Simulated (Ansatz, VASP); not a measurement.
**CaSe in VASP and in Ansatz**

The input INCAR:

```
ALGO = Normal
EDIFF = 1E-7
EDIFFG = -0.01
ENCUT = 600
GGA = PE
IBRION = 2
ISIF = 3
ISMEAR = -1
LASPH = T
LCHARG = F
LREAL = F
LWAVE = F
NELM = 100
NSW = 60
PREC = Accurate
SIGMA = 0.05
```

Contents of KPOINTS:

```
k-points
0
Gamma
  8 8 8
```

The input POSCAR:

```
CaSe
1.0
    0.0000000000      2.9560000000      2.9560000000
    2.9560000000      0.0000000000      2.9560000000
    2.9560000000      2.9560000000      0.0000000000
Se Ca
1 1
Direct
    0.5000000000      0.5000000000      0.5000000000
    0.0000000000      0.0000000000      0.0000000000
```

File input.yaml:

```yaml
crystal:
  lattice:
    - [0.0, 2.956, 2.956]
    - [2.956, 0.0, 2.956]
    - [2.956, 2.956, 0.0]
  atoms:
    - { symbol: Se, position: [0.5, 0.5, 0.5] }
    - { symbol: Ca, position: [0.0, 0.0, 0.0] }
hamiltonian:
  xc: pbe
  pseudopotentials: { kind: paw }
kpoints:
  mp_grid: { grid: [8, 8, 8] }
scf:
  occupations: { method: fermi_dirac, width: 0.05 }
output:
  forces: true
  stress: true
  eigenvalues: true
relax:
  f_tol: 0.01
  max_steps: 40
  cell: { stress_tol: 0.05 }
```

Alike in both runs: task relaxation of cell and atoms; functional PBE; k mesh 8 × 8 × 8; occupations fermi-dirac, width 0.05 eV; no spin polarisation.

|  | VASP | Ansatz |
| --- | --- | --- |
| version | VASP 6.6.1 | Ansatz 0.2.0 |
| potentials or method | VASP PAW PBE potentials, release 64 (Se, Ca_sv) | Ansatz PAW |
| plane-wave cutoff (eV) | 600 | 420 |
| valence electrons in the cell | 16 | 26 |

Ansatz gave:

```
gap on the k mesh at the Fermi level, each at its own relaxed structure (eV) : 2.08
relaxed volume (Å³/atom)                                                     : 26.45
relaxed length of the cell vector where the two differ most in proportion (Å)              : 4.213
```

Problem. Estimate VASP's values.

Solution. gap on the k mesh at the Fermi level, each at its own relaxed structure (eV): 2.08; relaxed volume (Å³/atom): 26.53; relaxed length of the cell vector where the two differ most in proportion (Å): 4.218.

VASP's potentials hold 16 valence electrons a cell and Ansatz's 26, so a difference there can come from the potentials and not from the codes.

Noted on Ansatz's run: the plane-wave basis is chosen anew once the cell has moved, so the energies of steps on either side of that aren't comparable.
